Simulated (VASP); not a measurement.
# Fe in VASP: single point with PBEsol

Aim: the single point of Fe with PBEsol.

All numbers are computed with VASP 6.6.1; they aren't measurements. Logs are shortened: lines on timing, memory, paths and dates and some standing lists are left out, and cuts for length are marked.

### Step 1. The cell of the first run

The typed cell holds 4 atoms: a = 3.405 Å, b = 3.405 Å, c = 3.405 Å, α = 90.01°, β = 90.01°, γ = 90.01°.

### Step 2. Single point, PBEsol, collinear spin, ferromagnetic start

Contents of INCAR:

```
ALGO = Normal
EDIFF = 1E-6
ENCUT = 600
GGA = PS
GGA_COMPAT = False
ISIF = 2
ISMEAR = 0
ISPIN = 2
LASPH = True
LCHARG = True
LELF = True
LMAXMIX = 4
LORBIT = 11
LREAL = False
LVHAR = True
LWAVE = False
MAGMOM = 4 4 4 4
NBANDS = 28
NELM = 200
PREC = Accurate
SIGMA = 0.1
```

Contents of KPOINTS:

```
k-points
0
Gamma
  12 12 12
```

Contents of POSCAR:

```
Fe
1.0
   -2.4078962338     -1.3901995388      1.9656469218
    2.4078962338     -1.3901995388      1.9656469218
    0.0000000000      2.7803990775      1.9656469218
Fe
4
Direct
    0.0000000000      0.0000000000      0.0000000000
    0.5000000000      0.5000000000      0.0000000000
    0.5000000000      0.0000000000      0.5000000000
    0.0000000000      0.5000000000      0.5000000000
```

Potentials or basis: VASP PAW PBE potentials, release 64 (Fe).

Command:

```console
$ cat potpaw_PBE.64/Fe/POTCAR > POTCAR
$ mpirun -np 1 vasp_std > vasp.out
```

OUTCAR:

```text
EDIFF = 1E-6
   ENCUT = 600
   GGA = PS
   ISIF = 2
   ISMEAR = 0
   ISPIN = 2
   LASPH = True
   LORBIT = 11
   LREAL = False
   NELM = 200
   PREC = Accurate

 ion  position               nearest neighbor table
   1  0.000  0.000  0.000-   3 2.41   4 2.41   4 2.41   3 2.41   2 2.41   2 2.41   2 2.41   2 2.41
                             3 2.41   3 2.41   4 2.41   4 2.41
   2  0.500  0.500  0.000-   3 2.41   4 2.41   3 2.41   4 2.41   1 2.41   1 2.41   1 2.41   1 2.41
                             3 2.41   4 2.41   3 2.41   4 2.41
   3  0.500  0.000  0.500-   1 2.41   2 2.41   2 2.41   1 2.41   4 2.41   4 2.41   4 2.41   4 2.41
                             1 2.41   2 2.41   1 2.41   2 2.41
   4  0.000  0.500  0.500-   1 2.41   2 2.41   1 2.41   2 2.41   3 2.41   3 2.41   3 2.41   3 2.41
                             2 2.41   1 2.41   1 2.41   2 2.41
[... 7 lines left out ...]
 A1 = (  -2.4078962338,  -1.3901995388,   1.9656469218)
 A2 = (   2.4078962338,  -1.3901995388,   1.9656469218)
 A3 = (   0.0000000000,   2.7803990775,   1.9656469218)

Analysis of symmetry for initial positions (statically):
=====================================================================
 Subroutine PRICEL returns following result:

  LATTYP: Found a trigonal (rhomboedric) cell.
 ALAT       =     2.4075760795
 COS(alpha) =     0.4998670133
[... 12 lines left out ...]
 Subroutine GETGRP returns: Found 12 space group operations
 (whereof 12 operations were pure point group operations)
 out of a pool of 12 trial point group operations.

The static configuration has the point symmetry D_3d.

Analysis of symmetry for dynamics (positions and initial velocities):
=====================================================================
 Subroutine PRICEL returns following result:

  LATTYP: Found a trigonal (rhomboedric) cell.
 ALAT       =     2.4075760795
 COS(alpha) =     0.4998670133
[... 12 lines left out ...]
 Subroutine GETGRP returns: Found 12 space group operations
 (whereof 12 operations were pure point group operations)
 out of a pool of 12 trial point group operations.

The dynamic configuration has the point symmetry D_3d.

Analysis of structural, dynamic, and magnetic symmetry:
=====================================================================
 Subroutine PRICEL returns following result:

  LATTYP: Found a trigonal (rhomboedric) cell.
 ALAT       =     2.4075760795
 COS(alpha) =     0.4998670133
[... 12 lines left out ...]
 Subroutine GETGRP returns: Found 12 space group operations
 (whereof 12 operations were pure point group operations)
 out of a pool of 12 trial point group operations.

The overall configuration has the point symmetry D_3d.

 Subroutine INISYM returns: Found 12 space group operations
 (whereof 12 operations are pure point group operations),
 and found     4 'primitive' translations

----------------------------------------------------------------------------------------

                                     Primitive cell

  volume of cell :       9.8699

  direct lattice vectors                    reciprocal lattice vectors
     1.203948117 -0.695099769 -1.965646922     0.415300288 -0.239773733 -0.169579455
    -1.203948117 -0.695099769 -1.965646922    -0.415300288 -0.239773733 -0.169579455
     0.000000000  1.390199539 -1.965646922     0.000000000  0.479547466 -0.169579455

  length of vectors
     2.407576080  2.407576080  2.407576080     0.508648173  0.508648173  0.508648173

  position of ions in fractional coordinates (direct lattice)
     0.000000000  0.000000000  0.000000000

  ion indices of the primitive-cell ions
   primitive index   ion index
                 1           1

----------------------------------------------------------------------------------------

 KPOINTS: k-points

Automatic generation of k-mesh.
 Grid dimensions read from file:
 generate k-points for:   12   12   12

 Generating k-lattice:

  Cartesian coordinates                     Fractional coordinates (reciprocal lattice)
    -0.017304179 -0.009990572  0.014131621     0.083333333  0.000000000  0.000000000
     0.017304179 -0.009990572  0.014131621     0.000000000  0.083333333  0.000000000
     0.000000000  0.019981144  0.014131621     0.000000000  0.000000000  0.083333333

  Length of vectors
     0.024473432  0.024473432  0.024473432

  Shift w.r.t. Gamma in fractional coordinates (k-lattice)
     0.000000000  0.000000000  0.000000000

 Subroutine IBZKPT returns following result:
 ===========================================

 Found    189 irreducible k-points:

 Following reciprocal coordinates:
            Coordinates               Weight
  0.000000  0.000000  0.000000      1.000000
  0.083333  0.000000  0.000000      6.000000
  0.166667  0.000000  0.000000      6.000000
  0.250000  0.000000  0.000000      6.000000
  0.333333  0.000000  0.000000      6.000000
  0.416667  0.000000  0.000000      6.000000
[... 16 lines left out ...]
  0.500000  0.166667  0.000000     12.000000
 -0.416667  0.166667 -0.000000     12.000000
 [... further k-points ...]
   k-points           NKPTS =    189   k-points in BZ     NKDIM =    189   number of bands    NBANDS=     28
   number of dos      NEDOS =    301   number of ions     NIONS =      4
   total plane-waves  NPLWV =  21952
   dimension x,y,z NGX =    28 NGY =   28 NGZ =   28
   dimension x,y,z NGXF=    56 NGYF=   56 NGZF=   56
   ions per type =               4
   NGX,Y,Z   is equivalent  to a cutoff of  13.67, 13.67, 13.67 a.u.
   NGXF,Y,Z  is equivalent  to a cutoff of  27.34, 27.34, 27.34 a.u.
 SYSTEM =  unknown system
   PREC   = accura    normal or accurate (medium, high low for compatibility)
   ISTART =      0    job   : 0-new  1-cont  2-samecut
   ICHARG =      2    charge: 1-file 2-atom 10-const
   ISPIN  =      2    spin polarized calculation?
   LNONCOLLINEAR =      F non collinear calculations
   LSORBIT =      F    spin-orbit coupling
   LASPH  =      T    aspherical Exc in radial PAW
   ENCUT  =  600.0 eV  44.10 Ry    6.64 a.u.   6.80  6.80  6.80*2*pi/ulx,y,z
   NELM   =    200;   NELMIN=  2; NELMDL= -5     # of ELM steps
   EDIFF  = 0.1E-05   stopping-criterion for ELM
   LREAL  =      F    real-space projection
   EDIFFG = 0.1E-04   stopping-criterion for IOM
   NSW    =      0    number of steps for IOM
   IBRION =     -1    ionic relax: 0-MD 1-quasi-New 2-CG
   NFREE  =      0    steps in history (QN), initial steepest desc. (CG)
   ISIF   =      2    stress and relaxation
   ISYM   =      2    0-nonsym 1-usesym 2-fastsym
   POTIM  = 0.5000    time-step for ionic-motion
   TEBEG  =    0.0;   TEEND  =   0.0 temperature during run
   PSTRESS=    0.0 pullay stress
   NELECT =      32.0000    total number of electrons
   NUPDOWN=      -1.0000    fix difference up-down
   EMIN   =  10.00;   EMAX   =-10.00  energy-range for DOS
   EFERMI =   0.00;   METHOD = LEGACY
   ISMEAR =     0;   SIGMA  =   0.10  broadening in eV -4-tet -1-fermi 0-gaus
   EFERMI_NEDOS =   21; number of points for ismear=-14 and -15
   IALGO  =     38    algorithm
   IMIX   =      4    mixing-type and parameters
     AMIX     =   0.40;   BMIX     =  1.00
     AMIX_MAG =   1.60;   BMIX_MAG =  1.00
  volume/ion in A,a.u.               =       9.87        66.61
  Fermi-wavevector in a.u.,A,eV,Ry     =   1.526397  2.884473 31.700062  2.329889
  Thomas-Fermi vector in A             =   2.634436
   LORBIT       =     11    0 simple, 1 ext, 2 COOP (PROOUT), +10 PAW based schemes
   GGA     = PS    functional components
   LHFCALC =     F    Hartree Fock is set to
   AEXX    =    0.0000 exact exchange contribution
   IVDW    =     0    specifies the selected vdW correction
   LEPSILON=     F    determine dielectric tensor
   LRPA    =     F    only Hartree local field effects (RPA)
 spin polarized calculation
 Gauss-broadening in eV      SIGMA  =   0.10
  energy-cutoff  :      600.00
  volume of cell :       39.48
 maximum number of plane-waves:      1357
   NGX = 13   NGY = 13   NGZ = 13

 number of electron      32.0000000 magnetization      16.0000000

 number of electron      31.9999978 magnetization       1.0115042

 Free energy of the ion-electron system (eV)
  ---------------------------------------------------
  ext. energy  EPLUGINS =         0.00000000
  ---------------------------------------------------
  free energy    TOTEN  =       -35.41942769 eV

  energy without entropy =      -35.38720860  energy(sigma->0) =      -35.40331815

 E-fermi :   7.0545     XC(G=0): -14.1403

 val. band max:        7.0499705891   @ k =  -0.3333   0.3333   0.1667
 cond. band min:       7.0632225383   @ k =   0.3333   0.0000   0.0000
 fundamental gap:      0.0132519492
 Fermi energy:         7.0545333242

 spin component 1

 k-point     1 :       0.0000    0.0000    0.0000
  band No.  band energies     occupation
      1      -2.0559      1.00000
      2       1.7236      1.00000
      3       1.7236      1.00000
      4       1.7236      1.00000
      5       2.5408      1.00000
      6       2.5408      1.00000
[... 733 lines left out ...]
     27      19.9358      0.00000
     28      20.5400      0.00000

 [... further k-points ...]

 spin component 2

 k-point     1 :       0.0000    0.0000    0.0000
  band No.  band energies     occupation
      1      -2.0134      1.00000
      2       1.9480      1.00000
      3       1.9480      1.00000
      4       1.9480      1.00000
      5       2.6863      1.00000
      6       2.6863      1.00000
[... 733 lines left out ...]
     27      20.0847      0.00000
     28      20.6749      0.00000

 [... further k-points ...]
[... 5 lines left out ...]
  --------------------------------------------------------------------------------------
  -------------------------------------------------------------------------------------
  Total       -0.0048137     -0.0048137      0.0213047      0.0000000     -0.0000000      0.0000000
  in kB       -0.1953504     -0.1953504      0.8645970      0.0000000     -0.0000000      0.0000000
  external PRESSURE =       0.1579654 kB  Pullay stress =       0.0000000 kB

 VOLUME and BASIS-vectors are now :
 -----------------------------------------------------------------------------
  energy-cutoff  :      600.00
  volume of cell :       39.48
      direct lattice vectors                 reciprocal lattice vectors
    -2.407896234 -1.390199539  1.965646922    -0.207650144 -0.119886867  0.169579455
     2.407896234 -1.390199539  1.965646922     0.207650144 -0.119886867  0.169579455
     0.000000000  2.780399077  1.965646922     0.000000000  0.239773733  0.169579455

 POSITION                                       TOTAL-FORCE (eV/Angst)
 -----------------------------------------------------------------------------------
      0.00000      0.00000      0.00000        -0.000000      0.000000      0.000000
      0.00000     -1.39020      1.96565         0.000000      0.000000     -0.000000
     -1.20395      0.69510      1.96565        -0.000000     -0.000000      0.000000
      1.20395      0.69510      1.96565        -0.000000     -0.000000     -0.000000
 -----------------------------------------------------------------------------------
    total drift:                                0.000000      0.000000      0.000000

  FREE ENERGIE OF THE ION-ELECTRON SYSTEM (eV)
  ---------------------------------------------------
  free  energy   TOTEN  =       -35.4194276945 eV

  energy  without entropy=      -35.3872086049  energy(sigma->0) =      -35.40331815

 total charge

# of ion       s       p       d       tot
------------------------------------------
    1        0.557   0.673   6.369   7.599
    2        0.557   0.673   6.369   7.599
    3        0.557   0.673   6.369   7.599
    4        0.557   0.673   6.369   7.599
--------------------------------------------------
tot          2.229   2.693  25.474  30.397

 magnetization (x)

# of ion       s       p       d       tot
------------------------------------------
    1       -0.001  -0.003   0.252   0.248
    2       -0.001  -0.003   0.252   0.248
    3       -0.001  -0.003   0.252   0.248
    4       -0.001  -0.003   0.252   0.248
--------------------------------------------------
tot         -0.005  -0.013   1.009   0.992
```

Wall time 5.5 min (1 thread of AMD EPYC 9R45 (Zen 5), shared host); peak memory 0.4 GiB.

Results:

| Item | Value |
| --- | --- |
| Free energy | -35.4194 eV |
| Pressure | 0.0 GPa |
| Net moment | 1.01 μB per cell |
| Site moments | Fe +0.25 μB |
| Valence electrons inside the program's atomic spheres | Fe 7.60 |

Levels at points of the mesh, in eV from the Fermi level:
Spin up:
| k point | band 15 | band 16 | band 17 | band 18 | band 19 | band 20 |
| --- | --- | --- | --- | --- | --- | --- |
| (0.00, 0.00, 0.00) | 0.84 | 1.24 | 1.24 | 1.24 | 1.24 | 1.24 |
| (0.50, 0.00, 0.00) | -0.54 | -0.54 | -0.41 | -0.41 | 0.28 | 0.28 |
| (0.50, 0.50, 0.00) | -0.97 | -0.97 | -0.22 | -0.22 | -0.22 | -0.22 |
| (0.50, 0.50, 0.50) | 0.14 | 0.15 | 0.92 | 0.92 | 0.92 | 0.92 |
Spin down:
```csv
k point,band 14,band 15,band 16,band 17,band 18,band 19
"(0.00, 0.00, 0.00)",1.22,1.22,1.45,1.45,1.45,1.45
"(0.50, 0.00, 0.00)",-0.35,-0.35,-0.35,-0.06,-0.06,0.65
"(0.50, 0.50, 0.00)",-0.63,-0.63,-0.63,-0.02,-0.02,-0.02
"(0.50, 0.50, 0.50)",0.18,0.18,0.18,1.19,1.19,1.19
```

Caveat: the PAW data sets were made with another functional, which shifts forces and pressure a little; the moment fell far below its start of 4 μB, so a state of higher moment may lie lower in energy.
